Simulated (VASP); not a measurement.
# Mg7Zn9O16 (P1) in VASP: single point with HSE06

Aim: the single point of Mg7Zn9O16 with HSE06.

Everything below comes from runs of VASP 6.6.1. Logs are shortened: lines on timing, memory, paths and dates and some standing lists are left out, and cuts for length are marked.

## (1) The cell of the first run

The typed cell holds 64 atoms: a = 8.488 Å, b = 8.488 Å, c = 8.488 Å, α = 90.00°, β = 90.00°, γ = 90.00°.

## (2) Single point, HSE06

POSCAR reads:

```
Mg7Zn9O16
1.0
    8.4884630000      0.0000000000      0.0000000000
    0.0000000000      8.4884630000      0.0000000000
    0.0000000000      0.0000000000      8.4884630000
O Zn Mg
32 18 14
Direct
    0.2499040000      0.9983830000      0.9999210000
    0.2483720000      0.9982090000      0.4996710000
    0.2505200000      0.5021860000      0.9999410000
    0.2533350000      0.5022930000      0.4996940000
    0.7492030000      0.9979410000      0.9998080000
    0.7517740000      0.0000630000      0.4997670000
    0.7496380000      0.5020160000      0.0020830000
    0.7482660000      0.5004730000      0.4975340000
    0.0003290000      0.2495870000      0.0013090000
    0.0003990000      0.2481230000      0.4975930000
    0.0002320000      0.7502970000      0.9996910000
    0.0030440000      0.7529230000      0.4999230000
    0.4997840000      0.2499790000      0.9995110000
    0.5001280000      0.2512040000      0.4996840000
    0.4997420000      0.7500680000      0.9972430000
    0.4978580000      0.7477570000      0.5021790000
    0.9967850000      0.0003940000      0.2527590000
    0.9969640000      0.9980150000      0.7471740000
    0.9997690000      0.4994800000      0.2501070000
    0.0016740000      0.5015450000      0.7493060000
    0.5013590000      0.9998930000      0.2503050000
    0.5019660000      0.9983990000      0.7492700000
    0.5004910000      0.4996440000      0.2523810000
    0.4981290000      0.5018000000      0.7470670000
    0.2477980000      0.2518190000      0.2492730000
    0.2498270000      0.2510930000      0.7501000000
    0.2471770000      0.7469970000      0.2494250000
    0.2497970000      0.7469870000      0.7501750000
    0.7523860000      0.2501540000      0.2491690000
    0.7499500000      0.2490020000      0.7502910000
    0.7525000000      0.7498180000      0.2470180000
    0.7499570000      0.7526440000      0.7525730000
    0.9991930000      0.9996530000      0.9998390000
    0.0002440000      0.5002640000      0.0001410000
    0.0008230000      0.5003130000      0.4993900000
    0.4998840000      0.0001980000      0.9996230000
    0.4999230000      0.9998790000      0.4999080000
    0.4999160000      0.5000850000      0.9993200000
    0.2500510000      0.2497900000      0.9996950000
    0.2502090000      0.2502900000      0.4996320000
    0.7499700000      0.2503100000      0.9998170000
    0.7503970000      0.2501150000      0.4997090000
    0.7505920000      0.7505350000      0.5000250000
    0.2491750000      0.9997340000      0.2498660000
    0.2494510000      0.9992250000      0.7496530000
    0.7498330000      0.5004060000      0.7498840000
    0.0000150000      0.2499000000      0.7499610000
    0.5001890000      0.2499650000      0.2496100000
    0.4998940000      0.2498700000      0.7497380000
    0.5000090000      0.7494790000      0.2498460000
    0.0003220000      0.0010380000      0.5002600000
    0.5012590000      0.4992280000      0.4999530000
    0.2503220000      0.7506100000      0.0001190000
    0.2505600000      0.7502720000      0.4995250000
    0.7494200000      0.7496400000      0.9997230000
    0.2505470000      0.4990160000      0.2493640000
    0.2497360000      0.4983500000      0.7500350000
    0.7485560000      0.0004310000      0.2498740000
    0.7493430000      0.0015030000      0.7498660000
    0.7497460000      0.4995550000      0.2497350000
    0.0003690000      0.2497910000      0.2492600000
    0.9998710000      0.7501210000      0.2499500000
    0.9995830000      0.7496010000      0.7496440000
    0.5002430000      0.7503450000      0.7495980000
```

INCAR.step1 reads:

```
SYSTEM = Mg7Zn9O16
PREC = Accurate ; ENCUT = 520
EDIFF = 1E-5 ; ISMEAR = -1
SIGMA = 0.05 ; LREAL = Auto
LASPH = .TRUE. ; NELM = 80
ALGO = Normal ; ISIF = 2
LWAVE = .TRUE. ; LCHARG = .FALSE.
GGA = PE ; NBANDS = 256
LUSENCCL = .FALSE.
```

INCAR.step2 reads:

```
SYSTEM = Mg7Zn9O16
PREC = Accurate ; ENCUT = 520
EDIFF = 1E-6 ; ISMEAR = -1
SIGMA = 0.05 ; LREAL = Auto
LASPH = .TRUE. ; NELM = 80
ALGO = Normal ; ISIF = 2
LWAVE = .FALSE. ; LCHARG = .FALSE.
GGA = PE ; LHFCALC = .TRUE.
HFSCREEN = 0.2079 ; PRECFOCK = Fast
ISTART = 1 ; NBANDS = 256
LUSENCCL = .FALSE.
```

KPOINTS reads:

```
regular mesh
0
G
  1 1 1
  0 0 0
```

Potentials or basis: VASP PAW PBE potentials, release 64 (O, Zn, Mg).

Launch:

```sh
$ cat potpaw_PBE.64/O/POTCAR potpaw_PBE.64/Zn/POTCAR potpaw_PBE.64/Mg/POTCAR > POTCAR
$ cp INCAR.step1 INCAR
$ mpirun -np 1 vasp_gam > vasp.out
$ cp INCAR.step2 INCAR
$ mpirun -np 1 vasp_gam > vasp.out
```

OUTCAR:

```text
SYSTEM = Mg7Zn9O16
   PREC = Accurate
   ENCUT = 520
   EDIFF = 1E-6
   ISMEAR = -1
   LREAL = Auto
   LASPH = .TRUE.
   NELM = 80
   ISIF = 2
   GGA = PE
   LHFCALC = .TRUE.
   HFSCREEN = 0.2079
   PRECFOCK = Fast
   ISTART = 1

 ion  position               nearest neighbor table
   1  0.250  0.998  1.000-  53 2.10  44 2.12  36 2.12  45 2.12  33 2.13  39 2.13
   2  0.248  0.998  0.500-  54 2.10  51 2.11  44 2.12  45 2.12  37 2.14  40 2.14
   3  0.251  0.502  1.000-  53 2.11  38 2.12  56 2.12  57 2.12  34 2.12  39 2.14
   4  0.253  0.502  0.500-  52 2.10  54 2.11  56 2.13  57 2.13  40 2.14  35 2.14
   5  0.749  0.998  1.000-  55 2.11  36 2.12  59 2.12  33 2.12  58 2.12  41 2.14
   6  0.752  0.000  0.500-  51 2.11  43 2.12  58 2.12  42 2.12  59 2.12  37 2.14
[... 76 lines left out ...]
  58  0.749  0.000  0.250-  21 2.10  17 2.11  29 2.12   6 2.12   5 2.12  31 2.13  48 2.99  37 2.99
                            36 2.99  50 3.00  42 3.00  41 3.00  43 3.00  33 3.01  55 3.01  61 3.01
  59  0.749  0.002  0.750-  22 2.10  30 2.10  18 2.10  32 2.11   5 2.12   6 2.12  49 2.99  41 2.99
                            42 2.99  47 3.00  36 3.00  37 3.00  33 3.00  64 3.00  51 3.00  43 3.01
  60  0.750  0.500  0.250-   7 2.10   8 2.10  23 2.12  29 2.12  19 2.12  31 2.12  52 2.99  48 3.00
                            41 3.00  42 3.00  50 3.00  34 3.00  55 3.00  38 3.00  61 3.00  62 3.01
  61  0.000  0.250  0.249-  25 2.10   9 2.10  29 2.10  10 2.11  17 2.12  19 2.12  44 2.99  39 3.00
                            56 3.00  33 3.00  34 3.00  51 3.00  41 3.00  40 3.00  60 3.00  42 3.00
  62  1.000  0.750  0.250-  27 2.10  31 2.10  12 2.12  11 2.12  17 2.12  19 2.13  44 2.99  35 3.00
                            43 3.00  33 3.00  34 3.00  54 3.00  53 3.00  55 3.01  60 3.01  51 3.01
  63  1.000  0.750  0.750-  20 2.11  18 2.11  32 2.12  12 2.12  11 2.12  28 2.12  43 2.99  46 2.99
                            45 3.00  35 3.00  34 3.00  55 3.00  33 3.00  51 3.01  54 3.01  53 3.01
  64  0.500  0.750  0.750-  16 2.10  15 2.10  22 2.11  24 2.11  32 2.12  28 2.13  37 3.00  55 3.00
                            46 3.00  45 3.00  54 3.00  36 3.00  43 3.00  38 3.00  59 3.00  53 3.00

  LATTYP: Found a simple cubic cell.
 ALAT       =     8.4884630000

  Lattice vectors:

 A1 = (   8.4884630000,   0.0000000000,   0.0000000000)
 A2 = (   0.0000000000,   8.4884630000,   0.0000000000)
 A3 = (   0.0000000000,   0.0000000000,   8.4884630000)

Analysis of symmetry for initial positions (statically):
=====================================================================
 Subroutine PRICEL returns:
 Original cell was already a primitive cell.

 Routine SETGRP: Setting up the symmetry group for a
 simple cubic supercell.

 Subroutine GETGRP returns: Found  1 space group operations
 (whereof  1 operations were pure point group operations)
 out of a pool of 48 trial point group operations.

The static configuration has the point symmetry C_1 .

[... 233 lines left out ...]
  volume/ion in A,a.u.               =       9.56        64.49
  Fermi-wavevector in a.u.,A,eV,Ry     =   1.462428  2.763589 29.098735  2.138697
  Thomas-Fermi vector in A             =   2.578643
   LORBIT       =      0    0 simple, 1 ext, 2 COOP (PROOUT), +10 PAW based schemes
   GGA     = PE    functional components
   LHFCALC =     T    Hartree Fock is set to
   PRECFOCK=fast      Normal, Fast or Accurate (Low or Medium for compatibility)
   ENCUT4O =  -1.0   cutoff for four orbital integrals eV
   NKREDX  =     1    reduce k-point grid by
   NKREDY  =     1    reduce k-point grid by
   NKREDZ  =     1    reduce k-point grid by
   AEXX    =    0.2500 exact exchange contribution
   HFSCREEN=    0.2079 screening length (either q_TF or 0.3 A-1)
   HFSCREENC=   0.2079 screening length for correlation (either q_TF or 0.3 A-1)
   ENCUTFOCK=  -1.0 apply spherical cutoff to Coloumb kernel
   IVDW    =     0    specifies the selected vdW correction
   LEPSILON=     F    determine dielectric tensor
   LRPA    =     F    only Hartree local field effects (RPA)
 non-spin polarized calculation
  energy-cutoff  :      520.00
  volume of cell :      611.63
 maximum number of plane-waves:      8260
 NGX is ok and might be reduce to    64
  NGX = 32; NGY = 32; NGZ = 32

 number of electron     436.0000540 magnetization

 Free energy of the ion-electron system (eV)
  ---------------------------------------------------
  ext. energy  EPLUGINS =         0.00000000
  ---------------------------------------------------
  free energy    TOTEN  =      -399.17392744 eV

  energy without entropy =     -399.17392744  energy(sigma->0) =     -399.17392744

 E-fermi :   3.3436     XC(G=0):  -9.6374

 val. band max:        2.1086785304   @ k =   0.0000   0.0000   0.0000
 cond. band min:       5.7933976659   @ k =   0.0000   0.0000   0.0000
 fundamental gap:      3.6847191355
 Fermi energy:         3.3435573336

 k-point     1 :       0.0000    0.0000    0.0000
  band No.  band energies     occupation
      1     -17.8709      2.00000
      2     -17.1427      2.00000
      3     -17.1178      2.00000
      4     -17.0816      2.00000
      5     -17.0695      2.00000
      6     -17.0147      2.00000
[... 222 lines left out ...]
    229       9.9601      0.00000
    230       9.9891      0.00000
 [bands above 230 left out]

------------------------ aborting loop because EDIFF is reached ----------------------------------------

  FORCE on cell =-STRESS in cart. coord.  units (eV):
  Direction    XX          YY          ZZ          XY          YZ          ZX
  --------------------------------------------------------------------------------------
  -------------------------------------------------------------------------------------
  Total        2.1694978      1.9013959      1.9123159     -0.1338956     -0.1020299     -0.0408075
  in kB        5.6830649      4.9807638      5.0093692     -0.3507436     -0.2672704     -0.1068966
  external PRESSURE =       5.2243993 kB  Pullay stress =       0.0000000 kB

 VOLUME and BASIS-vectors are now :
 -----------------------------------------------------------------------------
  energy-cutoff  :      520.00
  volume of cell :      611.63
      direct lattice vectors                 reciprocal lattice vectors
     8.488463000  0.000000000  0.000000000     0.117806958  0.000000000  0.000000000
     0.000000000  8.488463000  0.000000000     0.000000000  0.117806958  0.000000000
     0.000000000  0.000000000  8.488463000     0.000000000  0.000000000  0.117806958

 POSITION                                       TOTAL-FORCE (eV/Angst)
 -----------------------------------------------------------------------------------
      2.12130      8.47474      8.48779        -0.006780     -0.152533      0.000739
      2.10830      8.47326      4.24144        -0.086846     -0.112737      0.003010
      2.12653      4.26279      8.48796         0.020353      0.087717      0.006148
      2.15042      4.26370      4.24163         0.049453      0.050695     -0.022489
      6.35958      8.47099      8.48683         0.017857     -0.087025      0.021627
      6.38141      0.00053      4.24225         0.070807     -0.004588     -0.008462
[... 56 lines left out ...]
      8.48492      6.36296      6.36333         0.030683      0.037167      0.001022
      4.24629      6.36928      6.36293        -0.035548     -0.039460     -0.010955
 -----------------------------------------------------------------------------------
    total drift:                               -0.002717      0.002341      0.035217

  FREE ENERGIE OF THE ION-ELECTRON SYSTEM (eV)
  ---------------------------------------------------
  free  energy   TOTEN  =      -399.1739274419 eV

  energy  without entropy=     -399.1739274418  energy(sigma->0) =     -399.17392744
```

Wall time 7.8 min (1 × NVIDIA H100 80GB with 1 thread of AMD EPYC 7R13 (Zen 3), shared host); peak memory 1.5 GiB.

Results:

```
Free energy            : -399.1739 eV
Pressure               : 0.5 GPa
Largest force          : 0.167 eV/Å
Band gap on the k mesh : 3.68 eV
```

Forces on the atoms (eV/Å):
```
O   -0.007 -0.153  0.001
O   -0.087 -0.113  0.003
O    0.020  0.088  0.006
O    0.049  0.051 -0.022
O    0.018 -0.087  0.022
O    0.071 -0.005 -0.008
O   -0.028  0.112  0.065
O   -0.100  0.009 -0.073
O   -0.008 -0.013  0.099
O    0.028 -0.086 -0.070
O    0.007  0.016 -0.008
O    0.064  0.052  0.007
O   -0.003  0.020  0.013
O   -0.019  0.112  0.009
O   -0.024 -0.012 -0.071
O   -0.078 -0.054  0.077
O   -0.073 -0.002  0.071
O   -0.072 -0.075 -0.092
O    0.012  0.000  0.031
O    0.072  0.098 -0.034
O    0.128 -0.005  0.023
O    0.101 -0.114 -0.030
O   -0.002 -0.007  0.087
O   -0.056  0.087 -0.084
O   -0.114  0.123 -0.004
O   -0.026  0.127 -0.002
O   -0.069 -0.066 -0.033
O   -0.013 -0.040  0.028
O    0.098 -0.007 -0.018
O    0.029 -0.101  0.014
O    0.077  0.009 -0.091
O    0.018  0.043  0.092
Zn  -0.037 -0.041  0.020
Zn   0.009  0.045  0.022
Zn   0.038  0.031 -0.029
Zn   0.031 -0.061 -0.019
Zn   0.014 -0.039  0.020
Zn  -0.018  0.047 -0.007
Zn  -0.019  0.028  0.025
Zn  -0.010  0.035 -0.022
Zn   0.024 -0.027  0.040
Zn   0.025 -0.015 -0.043
Zn   0.003  0.015 -0.015
Zn  -0.049 -0.024  0.021
Zn  -0.014 -0.072 -0.010
Zn  -0.024  0.045 -0.004
Zn  -0.012 -0.030 -0.031
Zn  -0.002  0.028  0.022
Zn  -0.004  0.031 -0.025
Zn   0.000 -0.030  0.016
Mg  -0.026 -0.043 -0.029
Mg  -0.075  0.047  0.016
Mg  -0.015 -0.043 -0.039
Mg  -0.005 -0.049  0.028
Mg   0.023  0.038  0.007
Mg  -0.003  0.044  0.037
Mg   0.044  0.104 -0.029
Mg   0.081 -0.023 -0.004
Mg   0.030 -0.067  0.004
Mg   0.022  0.021  0.000
Mg  -0.031 -0.016  0.021
Mg  -0.011  0.015  0.008
Mg   0.031  0.037  0.001
Mg  -0.036 -0.039 -0.011
```

Caveat: the k points lie up to 0.74 Å⁻¹ apart; the PAW data sets were made with another functional, which shifts forces and pressure a little. A k mesh can miss the band edges.
